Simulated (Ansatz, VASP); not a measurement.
# PbSe: VASP beside Ansatz

File POSCAR:

```
PbSe
1.0
    0.0000000000      3.0696893648      3.0696893648
    3.0696893648      0.0000000000      3.0696893648
    3.0696893648      3.0696893648      0.0000000000
Pb Se
1 1
Direct
    0.0000000000      0.0000000000      0.0000000000
    0.5000000000      0.5000000000      0.5000000000
```

INCAR.step1

```
PREC = Accurate
ENCUT = 520
ISMEAR = 0
SIGMA = 0.01
LREAL = F
LASPH = T
NELM = 60
NBANDS = 17
GGA = PE
ALGO = Normal
EDIFF = 1E-4
LWAVE = T
LCHARG = F
```

File INCAR.step2:

```
PREC = Accurate
ENCUT = 520
EDIFF = 1E-7
ISMEAR = 0
SIGMA = 0.01
LREAL = F
LASPH = T
NELM = 60
ALGO = Normal
ISIF = 2
LWAVE = F
LCHARG = T
METAGGA = R2SCAN
LMIXTAU = T
LELF = T
LVHAR = T
NBANDS = 17
ISTART = 1
```

Contents of KPOINTS:

```
Automatic mesh
0
Gamma
  6 6 6
```

Input for Ansatz:

```yaml
crystal:
  lattice:
    - [0.0, 3.0696893648, 3.0696893648]
    - [3.0696893648, 0.0, 3.0696893648]
    - [3.0696893648, 3.0696893648, 0.0]
  atoms:
    - { symbol: Pb, position: [0.0, 0.0, 0.0] }
    - { symbol: Se, position: [0.5, 0.5, 0.5] }
kpoints:
  mp_grid: { grid: [6, 6, 6] }
hamiltonian:
  xc: r2scan
scf:
  occupations: { method: fixed }
output:
  optics:
    e_range: [0, 12]
    de: 0.05
    sigma: 0.1
    bands: { spectra_wanted_up_to: 12 }
```

Alike in both runs: task single point; functional r2SCAN; k mesh 6 × 6 × 6; no spin polarisation.

|  | VASP | Ansatz |
| --- | --- | --- |
| version | VASP 6.6.1 | Ansatz 0.2.0 |
| potentials or method | VASP PAW PBE potentials, release 64 (Pb_d, Se) | plane waves, PAW |
| plane-wave cutoff (eV) | 520 | 500 |
| occupations | gaussian, width 0.01 eV | fixed |
| valence electrons in the cell | 20 | 30 |

```tsv
	VASP	Ansatz	Ansatz less VASP
gap on the k mesh at the Fermi level (eV)	0.61	0.60	-0.006
```

VASP's potentials were made for PBE, not for r2SCAN. VASP's potentials hold 20 valence electrons a cell and Ansatz's 30, so a difference there can come from the potentials and not from the codes.

Spin-orbit coupling is off throughout.
